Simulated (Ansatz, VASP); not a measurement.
**Two plane-wave programs on Si**

The input INCAR:

```
PREC     = Accurate       # precision mode
ENCUT    = 520            # plane-wave cutoff, eV
EDIFF    = 1E-8           # SCF threshold, eV
ISMEAR   = -1             # smearing method
SIGMA    = 0.08           # smearing width, eV
LREAL    = F              # projectors in reciprocal space
LASPH    = T              # aspherical terms in the spheres
NELM     = 100            # most SCF steps
ALGO     = Normal         # electronic algorithm
ISIF     = 2              # what is computed and relaxed
LWAVE    = F              # write WAVECAR
LCHARG   = F              # write CHGCAR
GGA      = PE             # functional
LEFG     = T            
NBANDS   = 11             # bands
```

Contents of KPOINTS:

```
regular mesh
0
Gamma
  11 11 11
```

Contents of POSCAR:

```
Si
1.0
    0.0000000000      2.6600366906      2.6600366906
    2.6600366906      0.0000000000      2.6600366906
    2.6600366906      2.6600366906      0.0000000000
Si
2
Direct
    0.5000000000      0.5000000000      0.5000000000
    0.7500000000      0.7500000000      0.7500000000
```

Input for Ansatz:

```yaml
crystal:
  lattice:
    - [0.0, 2.6600366906, 2.6600366906]
    - [2.6600366906, 0.0, 2.6600366906]
    - [2.6600366906, 2.6600366906, 0.0]
  atoms:
    - { symbol: Si, position: [0.5, 0.5, 0.5] }
    - { symbol: Si, position: [0.75, 0.75, 0.75] }
kpoints:
  mp_grid: { grid: [11, 11, 11] }
scf:
  occupations: { method: fermi_dirac, width: 0.08 }
hamiltonian:
  xc: pbe
  pseudopotentials: { kind: paw }
output:
  forces: true
  stress: true
  eigenvalues: true
  efg: { contact_densities: true }
```

Change from the starting cell: volume scaled by 0.94, PAW files.

Alike in both runs: task electric field gradients; functional PBE; k mesh 11 × 11 × 11; occupations fermi-dirac, width 0.08 eV; no spin polarisation.

|  | VASP | Ansatz |
| --- | --- | --- |
| version | VASP 6.6.1 | Ansatz 0.2.0 |
| potentials or method | VASP PAW PBE potentials, release 64 (Si) | PAW with Ansatz's default frozen-core files, scalar-relativistic |
| plane-wave cutoff (eV) | 520 | 420 |
| valence electrons in the cell | 8 | 8 |

|  | VASP | Ansatz | Ansatz less VASP |
| --- | --- | --- | --- |
| pressure (GPa) | 8.8 | 8.8 | +0.09 |
